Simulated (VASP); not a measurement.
# In2Bi (P6_3/mmc) in VASP: a series of runs

The runs below take In2Bi through single point, with LDA.

Everything below comes from runs of VASP 6.6.1. Logs are shortened: lines on timing, memory, paths and dates and some standing lists are left out, and cuts for length are marked.

## 1. The cell of the first run

The structure is hexagonal, space group P6_3/mmc (No. 194). The conventional cell has a = 5.610 Å, b = 5.610 Å, c = 6.700 Å, α = 90.00°, β = 90.00°, γ = 120.00°. Within 4.4 Å of In (site symmetry -3m) lie 8 In at 3.35 to 3.65 Å and 6 Bi at 3.65 Å. Within 4.3 Å of In (site symmetry -6m2) lie 5 Bi at 3.24 to 3.35 Å and 6 In at 3.65 Å. Within 4.3 Å of Bi (site symmetry -6m2) lie 11 In at 3.24 to 3.65 Å.

## 2. Single point, LDA

File INCAR:

```
PREC = Accurate
ENCUT = 520
EDIFF = 1E-7
ISMEAR = 0
SIGMA = 0.05
LREAL = F
LASPH = T
NELM = 60
ALGO = Normal
ISIF = 2
LWAVE = F
LCHARG = F
NBANDS = 50
```

File KPOINTS:

```
regular mesh
0
Gamma
  5 5 4
```

File POSCAR:

```
In2Bi
1.0
    5.6096133446      0.0000000000      0.0000000000
   -2.8048066723      4.8580675480      0.0000000000
    0.0000000000      0.0000000000      6.6995747395
In Bi
4 2
Direct
    0.0000000000      0.0000000000      0.0000000000
    0.0000000000      0.0000000000      0.5000000000
    0.3333333333      0.6666666667      0.7500000000
    0.6666666667      0.3333333333      0.2500000000
    0.3333333333      0.6666666667      0.2500000000
    0.6666666667      0.3333333333      0.7500000000
```

Potentials or basis: VASP PAW LDA potentials, release 64 (In_d, Bi_d).

Run with:

```
> cat potpaw_LDA.64/In_d/POTCAR potpaw_LDA.64/Bi_d/POTCAR > POTCAR
> mpirun -np 1 vasp_std > vasp.out
```

OUTCAR:

```text
PREC = Accurate
   ENCUT = 520
   EDIFF = 1E-7
   ISMEAR = 0
   LREAL = F
   LASPH = T
   NELM = 60
   ISIF = 2

 ion  position               nearest neighbor table
   1  0.000  0.000  0.000-   2 3.35   2 3.35   3 3.65   5 3.65   4 3.65   6 3.65   6 3.65   3 3.65
                             4 3.65   5 3.65   4 3.65   6 3.65   3 3.65   5 3.65
   2  0.000  0.000  0.500-   1 3.35   1 3.35   3 3.65   5 3.65   4 3.65   6 3.65   6 3.65   3 3.65
                             4 3.65   5 3.65   4 3.65   6 3.65   3 3.65   5 3.65
   3  0.333  0.667  0.750-   6 3.24   6 3.24   6 3.24   5 3.35   5 3.35   2 3.65   1 3.65   1 3.65
                             2 3.65   2 3.65   1 3.65
   4  0.667  0.333  0.250-   5 3.24   5 3.24   5 3.24   6 3.35   6 3.35   1 3.65   2 3.65   1 3.65
                             2 3.65   1 3.65   2 3.65
   5  0.333  0.667  0.250-   4 3.24   4 3.24   4 3.24   3 3.35   3 3.35   2 3.65   1 3.65   1 3.65
                             2 3.65   2 3.65   1 3.65
   6  0.667  0.333  0.750-   3 3.24   3 3.24   3 3.24   4 3.35   4 3.35   1 3.65   2 3.65   1 3.65
                             2 3.65   1 3.65   2 3.65

  LATTYP: Found a hexagonal cell.
 ALAT       =     5.6096133446
 C/A-ratio  =     1.1943024105

  Lattice vectors:

 A1 = (   5.6096133446,   0.0000000000,   0.0000000000)
 A2 = (  -2.8048066723,   4.8580675480,   0.0000000000)
 A3 = (   0.0000000000,   0.0000000000,   6.6995747395)

Analysis of symmetry for initial positions (statically):
=====================================================================
 Subroutine PRICEL returns:
 Original cell was already a primitive cell.

 Routine SETGRP: Setting up the symmetry group for a
 hexagonal supercell.

 Subroutine GETGRP returns: Found 24 space group operations
 (whereof 12 operations were pure point group operations)
 out of a pool of 24 trial point group operations.

The static configuration has the point symmetry D_3d.
 The point group associated with its full space group is D_6h.

Analysis of symmetry for dynamics (positions and initial velocities):
=====================================================================
 Subroutine PRICEL returns:
 Original cell was already a primitive cell.

 Routine SETGRP: Setting up the symmetry group for a
 hexagonal supercell.

 Subroutine GETGRP returns: Found 24 space group operations
 (whereof 12 operations were pure point group operations)
 out of a pool of 24 trial point group operations.

The dynamic configuration has the point symmetry D_3d.
 The point group associated with its full space group is D_6h.

 Subroutine INISYM returns: Found 24 space group operations
 (whereof 12 operations are pure point group operations),
 and found     1 'primitive' translations
[... 99 lines left out ...]
   ISIF   =      2    stress and relaxation
   ISYM   =      2    0-nonsym 1-usesym 2-fastsym
   POTIM  = 0.5000    time-step for ionic-motion
   TEBEG  =    0.0;   TEEND  =   0.0 temperature during run
   PSTRESS=    0.0 pullay stress
   NELECT =      82.0000    total number of electrons
   NUPDOWN=      -1.0000    fix difference up-down
   EMIN   =  10.00;   EMAX   =-10.00  energy-range for DOS
   EFERMI =   0.00;   METHOD = LEGACY
   ISMEAR =     0;   SIGMA  =   0.05  broadening in eV -4-tet -1-fermi 0-gaus
   EFERMI_NEDOS =   21; number of points for ismear=-14 and -15
   IALGO  =     38    algorithm
   IMIX   =      4    mixing-type and parameters
     AMIX     =   0.40;   BMIX     =  1.00
     AMIX_MAG =   1.60;   BMIX_MAG =  1.00
  volume/ion in A,a.u.               =      30.43       205.35
  Fermi-wavevector in a.u.,A,eV,Ry     =   1.253713  2.369174 21.385595  1.571797
  Thomas-Fermi vector in A             =   2.387553
   LORBIT       =      0    0 simple, 1 ext, 2 COOP (PROOUT), +10 PAW based schemes
   GGA     = CA    functional components
   LHFCALC =     F    Hartree Fock is set to
   AEXX    =    0.0000 exact exchange contribution
   IVDW    =     0    specifies the selected vdW correction
   LEPSILON=     F    determine dielectric tensor
   LRPA    =     F    only Hartree local field effects (RPA)
 non-spin polarized calculation
 Gauss-broadening in eV      SIGMA  =   0.05
  energy-cutoff  :      520.00
  volume of cell :      182.58
 maximum number of plane-waves:      4945
 NGX is ok and might be reduce to    42
   NGX = 21   NGY = 21   NGZ = 25

 number of electron      81.9999978 magnetization

 Free energy of the ion-electron system (eV)
  ---------------------------------------------------
  ext. energy  EPLUGINS =         0.00000000
  ---------------------------------------------------
  free energy    TOTEN  =       -21.58507590 eV

  energy without entropy =      -21.57881921  energy(sigma->0) =      -21.58194755

 E-fermi :   6.4096     XC(G=0): -10.0891

 val. band max:        6.3942974518   @ k =   0.2000   0.2000   0.5000
 cond. band min:       6.4249625469   @ k =   0.4000   0.2000   0.2500
 fundamental gap:      0.0306650952
 Fermi energy:         6.4095571268

 k-point     1 :       0.0000    0.0000    0.0000
  band No.  band energies     occupation
      1     -16.2268      2.00000
      2     -16.2268      2.00000
      3     -16.2266      2.00000
      4     -16.2266      2.00000
      5     -16.1926      2.00000
      6     -16.1926      2.00000
[... 784 lines left out ...]
     49      10.8590      0.00000
     50      10.8590      0.00000

------------------------ aborting loop because EDIFF is reached ----------------------------------------

  FORCE on cell =-STRESS in cart. coord.  units (eV):
  Direction    XX          YY          ZZ          XY          YZ          ZX
  --------------------------------------------------------------------------------------
  -------------------------------------------------------------------------------------
  Total       -6.8785824     -6.8785820     -2.4089623      0.0000000     -0.0000000      0.0000000
  in kB      -60.3623043    -60.3623015    -21.1396052      0.0000000     -0.0000000      0.0000000
  external PRESSURE =     -47.2880703 kB  Pullay stress =       0.0000000 kB

 VOLUME and BASIS-vectors are now :
 -----------------------------------------------------------------------------
  energy-cutoff  :      520.00
  volume of cell :      182.58
      direct lattice vectors                 reciprocal lattice vectors
     5.609613345  0.000000000  0.000000000     0.178265406  0.102921583  0.000000000
    -2.804806672  4.858067548  0.000000000     0.000000000  0.205843165  0.000000000
     0.000000000  0.000000000  6.699574740     0.000000000  0.000000000  0.149263205

 POSITION                                       TOTAL-FORCE (eV/Angst)
 -----------------------------------------------------------------------------------
      0.00000      0.00000      0.00000         0.000000      0.000000     -0.000000
      0.00000      0.00000      3.34979         0.000000      0.000000     -0.000000
     -0.00000      3.23871      5.02468        -0.000000      0.000000     -0.000000
      2.80481      1.61936      1.67489         0.000000     -0.000000     -0.000000
     -0.00000      3.23871      1.67489         0.000000      0.000000     -0.000000
      2.80481      1.61936      5.02468         0.000000     -0.000000      0.000000
 -----------------------------------------------------------------------------------
    total drift:                               -0.000000     -0.000000     -0.000000

  FREE ENERGIE OF THE ION-ELECTRON SYSTEM (eV)
  ---------------------------------------------------
  free  energy   TOTEN  =       -21.5850759031 eV

  energy  without entropy=      -21.5788192068  energy(sigma->0) =      -21.58194755
```

OSZICAR:

```text
N       E                     dE             d eps       ncg     rms          rms(c)
DAV:   1     0.930049607522E+03    0.93005E+03   -0.39767E+04  1500   0.216E+03
DAV:   2     0.104446615195E+03   -0.82560E+03   -0.81136E+03  1500   0.569E+02
DAV:   3    -0.142644720800E+02   -0.11871E+03   -0.11595E+03  1642   0.232E+02
DAV:   4    -0.213665845016E+02   -0.71021E+01   -0.70143E+01  1756   0.588E+01
DAV:   5    -0.217398217925E+02   -0.37324E+00   -0.37299E+00  2334   0.119E+01    0.399E+00
DAV:   6    -0.216097759300E+02    0.13005E+00   -0.28929E-01  2014   0.530E+00    0.193E+00
DAV:   7    -0.215876646587E+02    0.22111E-01   -0.12115E-01  1896   0.280E+00    0.465E-01
DAV:   8    -0.215852685777E+02    0.23961E-02   -0.12141E-02  1852   0.125E+00    0.161E-01
DAV:   9    -0.215850994612E+02    0.16912E-03   -0.19369E-03  1960   0.465E-01    0.660E-02
DAV:  10    -0.215850846971E+02    0.14764E-04   -0.44509E-04  2018   0.181E-01    0.503E-02
DAV:  11    -0.215850805192E+02    0.41778E-05   -0.45412E-05  1988   0.450E-02    0.327E-02
DAV:  12    -0.215850757225E+02    0.47968E-05   -0.19283E-05  1940   0.441E-02    0.803E-03
DAV:  13    -0.215850758768E+02   -0.15428E-06   -0.34367E-06  1594   0.161E-02    0.405E-03
DAV:  14    -0.215850759031E+02   -0.26381E-07   -0.39386E-07  1428   0.642E-03
   1 F= -.21585076E+02 E0= -.21581948E+02  d E =-.625670E-02
```

Run time: 2.9 min. Hardware: 1 thread of Intel Xeon 8259CL, shared host; peak memory 0.29 GiB.

Results:

| Property | Result |
| --- | --- |
| Free energy | -21.5851 eV |
| Pressure | -4.7 GPa |
| Band gap on the k mesh | zero (bands 41 and 42 overlap by 1.70 eV) |

Stress tensor (GPa, compression positive):
```
-6.04  0.00  0.00
 0.00 -6.04  0.00
 0.00  0.00 -2.11
```

Levels at points of the mesh, in eV from the Fermi level:
| k point | band 37 | band 38 | band 39 | band 40 | band 41 | band 42 | band 43 | band 44 | band 45 | band 46 |
| --- | --- | --- | --- | --- | --- | --- | --- | --- | --- | --- |
| (0.00, 0.00, 0.00) | -2.24 | -2.24 | -1.64 | -1.64 | -0.57 | -0.37 | -0.09 | -0.09 | 0.16 | 2.09 |
| (0.00, 0.00, 0.50) | -1.68 | -1.68 | -1.68 | -1.68 | -0.69 | -0.69 | -0.17 | -0.17 | -0.17 | -0.17 |

Caveat: the cell stands under tension; spin-orbit coupling is left out, which moves the levels of the heavy elements.

## 3. Single point, LDA

This run uses another cell than the first one, of 31.14 Å³/atom.

File INCAR:

```
  PREC = Accurate
  ENCUT = 520
  EDIFF = 1E-6
  ISMEAR = 0
  SIGMA = 0.05
  LREAL = False
  LASPH = True
  NELM = 80
  ALGO = Normal
  ISIF = 2
  LWAVE = False
  LCHARG = False
  GGA = CA
  NBANDS = 50
```

File KPOINTS:

```
Automatic mesh
0
Gamma
  5 5 4
```

POSCAR, as its differences from that of step 2:

```diff
@@ -2,5 +2,5 @@
 1.0
-    5.6096133446      0.0000000000      0.0000000000
-   -2.8048066723      4.8580675480      0.0000000000
-    0.0000000000      0.0000000000      6.6995747395
+    5.6527659122      0.0000000000      0.0000000000
+   -2.8263829561      4.8954387669      0.0000000000
+    0.0000000000      0.0000000000      6.7511119551
 In Bi
```

Potentials or basis: VASP PAW LDA potentials, release 64 (In_d, Bi_d).

Run with:

```
> cat potpaw_LDA.64/In_d/POTCAR potpaw_LDA.64/Bi_d/POTCAR > POTCAR
> mpirun -np 1 vasp_std > vasp.out
```

OUTCAR:

```text
PREC = Accurate
   ENCUT = 520
   EDIFF = 1E-6
   ISMEAR = 0
   LREAL = False
   LASPH = True
   NELM = 80
   ISIF = 2
   GGA = CA

 ion  position               nearest neighbor table
   1  0.000  0.000  0.000-   2 3.38   2 3.38   3 3.67   5 3.67   4 3.67   6 3.67   6 3.67   3 3.67
                             4 3.67   5 3.67   4 3.67   6 3.67   3 3.67   5 3.67
   2  0.000  0.000  0.500-   1 3.38   1 3.38   3 3.67   5 3.67   4 3.67   6 3.67   6 3.67   3 3.67
                             4 3.67   5 3.67   4 3.67   6 3.67   3 3.67   5 3.67
   3  0.333  0.667  0.750-   6 3.26   6 3.26   6 3.26   5 3.38   5 3.38   2 3.67   1 3.67   1 3.67
                             2 3.67   2 3.67   1 3.67
   4  0.667  0.333  0.250-   5 3.26   5 3.26   5 3.26   6 3.38   6 3.38   1 3.67   2 3.67   1 3.67
                             2 3.67   1 3.67   2 3.67
   5  0.333  0.667  0.250-   4 3.26   4 3.26   4 3.26   3 3.38   3 3.38   2 3.67   1 3.67   1 3.67
                             2 3.67   2 3.67   1 3.67
   6  0.667  0.333  0.750-   3 3.26   3 3.26   3 3.26   4 3.38   4 3.38   1 3.67   2 3.67   1 3.67
                             2 3.67   1 3.67   2 3.67

  LATTYP: Found a hexagonal cell.
 ALAT       =     5.6527659122
 C/A-ratio  =     1.1943024105

  Lattice vectors:

 A1 = (   5.6527659122,   0.0000000000,   0.0000000000)
 A2 = (  -2.8263829561,   4.8954387669,   0.0000000000)
[... 185 lines left out ...]
  band No.  band energies     occupation
      1     -16.4567      2.00000
      2     -16.4567      2.00000
      3     -16.4565      2.00000
      4     -16.4565      2.00000
      5     -16.4235      2.00000
      6     -16.4235      2.00000
[... 784 lines left out ...]
     49      10.5173      0.00000
     50      10.5173      0.00000

------------------------ aborting loop because EDIFF is reached ----------------------------------------

  FORCE on cell =-STRESS in cart. coord.  units (eV):
  Direction    XX          YY          ZZ          XY          YZ          ZX
  --------------------------------------------------------------------------------------
  -------------------------------------------------------------------------------------
  Total       -7.6410052     -7.6410048     -3.2270346      0.0000000      0.0000000      0.0000000
  in kB      -65.5289400    -65.5289369    -27.6749133      0.0000000      0.0000000      0.0000000
  external PRESSURE =     -52.9109300 kB  Pullay stress =       0.0000000 kB

 VOLUME and BASIS-vectors are now :
 -----------------------------------------------------------------------------
  energy-cutoff  :      520.00
  volume of cell :      186.82
      direct lattice vectors                 reciprocal lattice vectors
     5.652765912  0.000000000  0.000000000     0.176904548  0.102135891  0.000000000
    -2.826382956  4.895438767  0.000000000     0.000000000  0.204271782  0.000000000
     0.000000000  0.000000000  6.751111955     0.000000000  0.000000000  0.148123747

 POSITION                                       TOTAL-FORCE (eV/Angst)
 -----------------------------------------------------------------------------------
      0.00000      0.00000      0.00000         0.000000      0.000000     -0.000000
      0.00000      0.00000      3.37556         0.000000      0.000000     -0.000000
     -0.00000      3.26363      5.06333        -0.000000     -0.000000      0.000000
      2.82638      1.63181      1.68778         0.000000      0.000000      0.000000
     -0.00000      3.26363      1.68778        -0.000000      0.000000      0.000000
      2.82638      1.63181      5.06333         0.000000     -0.000000      0.000000
 -----------------------------------------------------------------------------------
    total drift:                               -0.000000      0.000000     -0.000000

  FREE ENERGIE OF THE ION-ELECTRON SYSTEM (eV)
  ---------------------------------------------------
  free  energy   TOTEN  =       -21.4536116207 eV

  energy  without entropy=      -21.4469331644  energy(sigma->0) =      -21.45027239
```

Run time: 2.9 min. Hardware: 1 thread of Intel Xeon 8259CL, shared host; peak memory 0.29 GiB.

Results:

```
Free energy            : -21.4536 eV
Pressure               : -5.3 GPa
Band gap on the k mesh : zero (bands 41 and 42 overlap by 1.66 eV)
```

Stress tensor (GPa, compression positive):
```
-6.55  0.00  0.00
 0.00 -6.55  0.00
 0.00  0.00 -2.77
```

Levels at points of the mesh, in eV from the Fermi level:
| k point | band 37 | band 38 | band 39 | band 40 | band 41 | band 42 | band 43 | band 44 | band 45 | band 46 |
| --- | --- | --- | --- | --- | --- | --- | --- | --- | --- | --- |
| (0.00, 0.00, 0.00) | -2.18 | -2.18 | -1.59 | -1.59 | -0.54 | -0.43 | -0.06 | -0.06 | 0.16 | 2.09 |
| (0.00, 0.00, 0.50) | -1.64 | -1.64 | -1.64 | -1.64 | -0.66 | -0.66 | -0.13 | -0.13 | -0.13 | -0.13 |

Caveat: the cell stands under tension; spin-orbit coupling is left out, which moves the levels of the heavy elements.
